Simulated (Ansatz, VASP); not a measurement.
# ScSi2: VASP beside Ansatz

File INCAR:

```
SYSTEM = ScSi2
PREC = Accurate
ENCUT = 520
EDIFF = 1E-6
ISMEAR = -1
SIGMA = 0.05
LREAL = .FALSE.
LASPH = .TRUE.
NELM = 80
ALGO = Normal
ISIF = 2
LWAVE = .FALSE.
LCHARG = .FALSE.
GGA = PS
NBANDS = 16
```

The input KPOINTS:

```
Automatic mesh
0
G
  13 13 11
  0 0 0
```

Contents of POSCAR:

```
ScSi2
1.0
    3.7317816154      0.0000000000      0.0000000000
   -1.8658908077      3.2318176803      0.0000000000
    0.0000000000      0.0000000000      3.9459016228
Sc Si
1 2
Direct
    0.0000000000      0.0000000000      0.0000000000
    0.3333333333      0.6666666667      0.5000000000
    0.6666666667      0.3333333333      0.5000000000
```

Input for Ansatz:

```yaml
crystal:
  lattice:
    - [3.7317816154, 0.0, 0.0]
    - [-1.8658908077, 3.2318176803, 0.0]
    - [0.0, 0.0, 3.9459016228]
  atoms:
    - { symbol: Sc, position: [0.0, 0.0, 0.0] }
    - { symbol: Si, position: [0.3333333333, 0.6666666667, 0.5] }
    - { symbol: Si, position: [0.6666666667, 0.3333333333, 0.5] }
kpoints:
  mp_grid: { grid: [13, 13, 11] }
  band_path:
    path:
      - [0.0, 0.0, 0.0]
      - [0.5, 0.0, 0.0]
      - [0.3333333333, 0.3333333333, 0.0]
      - [0.0, 0.0, 0.0]
      - [0.0, 0.0, 0.5]
      - [0.5, 0.0, 0.5]
      - [0.3333333333, 0.3333333333, 0.5]
      - [0.0, 0.0, 0.5]
      - [0.5, 0.0, 0.5]
    npoints: 5
scf:
  occupations: { method: fermi_dirac, width: 0.05 }
hamiltonian:
  xc: pbesol
  pseudopotentials: { kind: all_electron, lapw: { basis_error: 0.001 } }
output:
  forces: true
  stress: true
  eigenvalues: true
```

Change from the starting cell: volume scaled by 1.06.

Alike in both runs: task single point; functional PBEsol; k mesh 13 × 13 × 11; occupations fermi-dirac, width 0.05 eV; no spin polarisation.

```csv
,VASP,Ansatz
version,VASP 6.6.1,Ansatz 0.2.0
potentials or method,"VASP PAW PBE potentials, release 64 (Sc_sv, Si), cutoff 520 eV","all-electron LAPW, scalar-relativistic"
```

|  | VASP | Ansatz | Ansatz less VASP |
| --- | --- | --- | --- |
| pressure (GPa) | 12.1 | 11.8 | -0.33 |
| traceless stress, the component that is largest in VASP (GPa) | -19.24 | -19.13 | +0.106 |

VASP's potentials were made for PBE, not for PBEsol. Ansatz ran all-electron here, and VASP with PAW potentials.
